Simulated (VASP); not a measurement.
# C (Fmmm) in VASP: a series of runs

C is run at these levels: PBEsol; tasks: single point.

Program: VASP 6.6.1. These are calculated values, not measurements. Logs are shortened: lines on timing, memory, paths and dates and some standing lists are left out, and cuts for length are marked.

## (1) The cell of the first run

The structure is orthorhombic, space group Fmmm (No. 69). Conventional cell: a = 2.472 Å, b = 4.282 Å, c = 6.740 Å, α = 90.00°, β = 90.00°, γ = 90.00°. Within 1.9 Å of C (site symmetry m2m) lie 3 C at 1.43 Å.

## (2) Single point, PBEsol

INCAR

```
PREC = Accurate
ENCUT = 520
EDIFF = 1E-6
ISMEAR = 1
SIGMA = 0.0548
LREAL = False
LASPH = True
NELM = 80
ALGO = Normal
ISIF = 2
LWAVE = False
LCHARG = True
GGA = PS
LELF = True
LVHAR = True
NBANDS = 11
```

KPOINTS

```
regular mesh
0
Gamma
  14 14 14
```

POSCAR

```
C
1.0
    0.0000000000      2.1410865032      3.3701728316
    1.2361326873      0.0000000000      3.3701728316
    1.2361326873      2.1410865032      0.0000000000
C
2
Direct
    0.1666666667      0.8333333333      0.1666666667
    0.8333333333      0.1666666667      0.8333333333
```

Potentials or basis: VASP PAW PBE potentials, release 64 (C).

On the command line:

```sh
> cat potpaw_PBE.64/C/POTCAR > POTCAR
> mpirun -np 1 vasp_std > vasp.out
```

OUTCAR:

```text
PREC = Accurate
   ENCUT = 520
   EDIFF = 1E-6
   ISMEAR = 1
   LREAL = False
   LASPH = True
   NELM = 80
   ISIF = 2
   GGA = PS

 ion  position               nearest neighbor table
   1  0.167  0.833  0.167-   2 1.43   2 1.43   2 1.43
   2  0.833  0.167  0.833-   1 1.43   1 1.43   1 1.43

  LATTYP: Found a face centered orthorhombic cell.
 ALAT       =     2.4722653746
 B/A-ratio  =     1.7320846906
 C/A-ratio  =     2.7263843649

  Lattice vectors:

 A1 = (   0.0000000000,   2.1410865032,   3.3701728316)
 A2 = (   1.2361326873,   0.0000000000,   3.3701728316)
 A3 = (   1.2361326873,   2.1410865032,   0.0000000000)

Analysis of symmetry for initial positions (statically):
=====================================================================
 Subroutine PRICEL returns:
 Original cell was already a primitive cell.

 Routine SETGRP: Setting up the symmetry group for a
 face centered orthorhombic supercell.

 Subroutine GETGRP returns: Found  8 space group operations
 (whereof  8 operations were pure point group operations)
 out of a pool of  8 trial point group operations.

The static configuration has the point symmetry D_2h.

Analysis of symmetry for dynamics (positions and initial velocities):
=====================================================================
 Subroutine PRICEL returns:
 Original cell was already a primitive cell.

 Routine SETGRP: Setting up the symmetry group for a
 face centered orthorhombic supercell.

 Subroutine GETGRP returns: Found  8 space group operations
 (whereof  8 operations were pure point group operations)
 out of a pool of  8 trial point group operations.

The dynamic configuration has the point symmetry D_2h.

 Subroutine INISYM returns: Found  8 space group operations
 (whereof  8 operations are pure point group operations),
 and found     1 'primitive' translations

----------------------------------------------------------------------------------------

                                     Primitive cell

  volume of cell :      17.8395

  direct lattice vectors                    reciprocal lattice vectors
     0.000000000  2.141086503  3.370172832    -0.404487322  0.233526296  0.148360344
     1.236132687  0.000000000  3.370172832     0.404487322 -0.233526296  0.148360344
     1.236132687  2.141086503  0.000000000     0.404487322  0.233526296 -0.148360344

[... 82 lines left out ...]
   NELM   =     80;   NELMIN=  2; NELMDL= -5     # of ELM steps
   EDIFF  = 0.1E-05   stopping-criterion for ELM
   LREAL  =      F    real-space projection
[... 7 lines left out ...]
   TEBEG  =    0.0;   TEEND  =   0.0 temperature during run
   PSTRESS=    0.0 pullay stress
   NELECT =       8.0000    total number of electrons
   NUPDOWN=      -1.0000    fix difference up-down
   EMIN   =  10.00;   EMAX   =-10.00  energy-range for DOS
   EFERMI =   0.00;   METHOD = LEGACY
   ISMEAR =     1;   SIGMA  =   0.05  broadening in eV -4-tet -1-fermi 0-gaus
   EFERMI_NEDOS =   21; number of points for ismear=-14 and -15
   IALGO  =     38    algorithm
   IMIX   =      4    mixing-type and parameters
     AMIX     =   0.40;   BMIX     =  1.00
     AMIX_MAG =   1.60;   BMIX_MAG =  1.00
  volume/ion in A,a.u.               =       8.92        60.19
  Fermi-wavevector in a.u.,A,eV,Ry     =   1.253077  2.367972 21.363886  1.570201
  Thomas-Fermi vector in A             =   2.386947
   LORBIT       =      0    0 simple, 1 ext, 2 COOP (PROOUT), +10 PAW based schemes
   GGA     = PS    functional components
   LHFCALC =     F    Hartree Fock is set to
   AEXX    =    0.0000 exact exchange contribution
   IVDW    =     0    specifies the selected vdW correction
   LEPSILON=     F    determine dielectric tensor
   LRPA    =     F    only Hartree local field effects (RPA)
 non-spin polarized calculation
 Methfessel and Paxton  Order N= 1 SIGMA  =   0.05
  energy-cutoff  :      520.00
  volume of cell :       17.84
 maximum number of plane-waves:       499
 NGX is ok and might be reduce to    30
   NGX = 15   NGY = 13   NGZ =  9

 number of electron       8.0000001 magnetization

 Free energy of the ion-electron system (eV)
  ---------------------------------------------------
  ext. energy  EPLUGINS =         0.00000000
  ---------------------------------------------------
  free energy    TOTEN  =       -19.28015512 eV

  energy without entropy =      -19.28015831  energy(sigma->0) =      -19.28015618

 E-fermi :   4.6709     XC(G=0): -10.4968

 val. band max:        4.6263380403   @ k =   0.5000  -0.1429   0.3571
 cond. band min:       4.9686042546   @ k =  -0.1429   0.2143   0.2857
 fundamental gap:      0.3422662143
 Fermi energy:         4.6709002025

 k-point     1 :       0.0000    0.0000    0.0000
  band No.  band energies     occupation
      1     -15.0333      2.00000
      2      -2.0123      2.00000
      3       1.5273      2.00000
      4       1.5540      2.00000
      5       8.5555      0.00000
      6      12.7568      0.00000
      7      12.8267      0.00000
      8      15.8210      0.00000
      9      17.0388      0.00000
     10      26.7279      0.00000
     11      29.7403      0.00000
[... 309 lines left out ...]
 k-point    24 :       0.2857    0.1429    0.0000
  band No.  band energies     occupation
      1     -14.4403      2.00000
      2      -2.3162      2.00000
      3      -0.2068      2.00000
      4       0.6530      2.00000
      5      11.0997      0.00000
      6      12.8458      0.00000
      7      14.2841      0.00000
      8      14.6998      0.00000
      9      17.9188      0.00000
     10      26.1637      0.00000
     11      28.0645      0.00000

 [... further k-points ...]

------------------------ aborting loop because EDIFF is reached ----------------------------------------

  FORCE on cell =-STRESS in cart. coord.  units (eV):
  Direction    XX          YY          ZZ          XY          YZ          ZX
  --------------------------------------------------------------------------------------
  -------------------------------------------------------------------------------------
  Total       -0.6555086     -0.6524678      0.1742033     -0.0000000      0.0000000      0.0000000
  in kB      -58.8718247    -58.5987256     15.6453560     -0.0000000      0.0000000      0.0000000
  external PRESSURE =     -33.9417314 kB  Pullay stress =       0.0000000 kB

 VOLUME and BASIS-vectors are now :
 -----------------------------------------------------------------------------
  energy-cutoff  :      520.00
  volume of cell :       17.84
      direct lattice vectors                 reciprocal lattice vectors
     0.000000000  2.141086503  3.370172832    -0.404487322  0.233526296  0.148360344
     1.236132687  0.000000000  3.370172832     0.404487322 -0.233526296  0.148360344
     1.236132687  2.141086503  0.000000000     0.404487322  0.233526296 -0.148360344

 POSITION                                       TOTAL-FORCE (eV/Angst)
 -----------------------------------------------------------------------------------
      1.23613      0.71370      3.37017         0.000000      0.033064      0.000000
      1.23613      3.56848      3.37017         0.000000     -0.033064      0.000000
 -----------------------------------------------------------------------------------
    total drift:                               -0.000000     -0.000000     -0.000000

  FREE ENERGIE OF THE ION-ELECTRON SYSTEM (eV)
  ---------------------------------------------------
  free  energy   TOTEN  =       -19.2801551205 eV

  energy  without entropy=      -19.2801583131  energy(sigma->0) =      -19.28015618
```

OSZICAR:

```text
N       E                     dE             d eps       ncg     rms          rms(c)
DAV:   1    -0.437949095468E+00   -0.43795E+00   -0.41045E+03  9592   0.647E+02
DAV:   2    -0.199697929058E+02   -0.19532E+02   -0.18704E+02 12413   0.118E+02
DAV:   3    -0.204119062628E+02   -0.44211E+00   -0.44135E+00 11960   0.145E+01
DAV:   4    -0.204134394312E+02   -0.15332E-02   -0.15331E-02 10810   0.104E+00
DAV:   5    -0.204134454166E+02   -0.59854E-05   -0.59851E-05 11983   0.603E-02    0.628E+00
DAV:   6    -0.195521744831E+02    0.86127E+00   -0.74202E-01 10804   0.491E+00    0.363E+00
DAV:   7    -0.192785472581E+02    0.27363E+00   -0.81506E-01 11102   0.521E+00    0.942E-01
DAV:   8    -0.192803601300E+02   -0.18129E-02   -0.17961E-02 10454   0.858E-01    0.125E-01
DAV:   9    -0.192801079360E+02    0.25219E-03   -0.57765E-04 11438   0.146E-01    0.538E-02
DAV:  10    -0.192801558278E+02   -0.47892E-04   -0.10658E-04 10733   0.694E-02    0.257E-02
DAV:  11    -0.192801551205E+02    0.70725E-06   -0.47532E-06 11487   0.124E-02
   1 F= -.19280155E+02 E0= -.19280156E+02  d E =0.319264E-05
```

It took 2.2 min on 1 thread of Intel Xeon 8259CL, shared host; peak memory 0.18 GiB.

What came out:

```yaml
Free_energy: -19.2802 eV
Pressure: -3.4 GPa
Largest_force: 0.033 eV/Å
```

Forces in eV/Å, atoms in the order of the input:
```
C    0.000  0.033  0.000
C    0.000 -0.033  0.000
```

Caveat: the cell stands under tension; this functional lacks dispersion, which binds the layers, so the pressure and a relaxed spacing across them are unreliable; the PAW data sets were made with another functional, which shifts forces and pressure a little.

## (3) Single point, PBEsol

This run uses another cell than the first one, of 9.27 Å³/atom.

INCAR

```
SYSTEM = C
  PREC = Accurate
  ENCUT = 520
  EDIFF = 1E-6
  ISMEAR = 1
  SIGMA = 0.0562
  LREAL = .FALSE.
  LASPH = .TRUE.
  NELM = 60
  ALGO = Normal
  ISIF = 2
  LWAVE = .FALSE.
  LCHARG = .FALSE.
  GGA = PS
  NBANDS = 11
```

KPOINTS

```
regular mesh
0
G
  14 14 14
  0 0 0
```

POSCAR

```
C
1.0
    0.0000000000      2.1687164733      3.4136637295
    1.2520845459      0.0000000000      3.4136637295
    1.2520845459      2.1687164733      0.0000000000
C
2
Direct
    0.1666666667      0.8333333333      0.1666666667
    0.8333333333      0.1666666667      0.8333333333
```

Potentials or basis: VASP PAW PBE potentials, release 64 (C).

On the command line:

```sh
> cat potpaw_PBE.64/C/POTCAR > POTCAR
> mpirun -np 1 vasp_std > vasp.out
```

Wall time 2.1 min (1 thread of Intel Xeon 8259CL, shared host); peak memory 0.19 GiB.

The run converged. Its results:

| Property | Result |
| --- | --- |
| Free energy | -19.2442 eV |
| Pressure | -13.0 GPa |
| Largest force | 0.031 eV/Å |

Forces on the atoms (eV/Å):
```
C    0.000  0.031  0.000
C    0.000 -0.031  0.000
```

Stress tensor (GPa, compression positive):
```
-20.17   0.00   0.00
  0.00 -20.14   0.00
  0.00   0.00   1.24
```

Caveat: the cell stands under tension; this functional lacks dispersion, which binds the layers, so the pressure and a relaxed spacing across them are unreliable; the PAW data sets were made with another functional, which shifts forces and pressure a little.
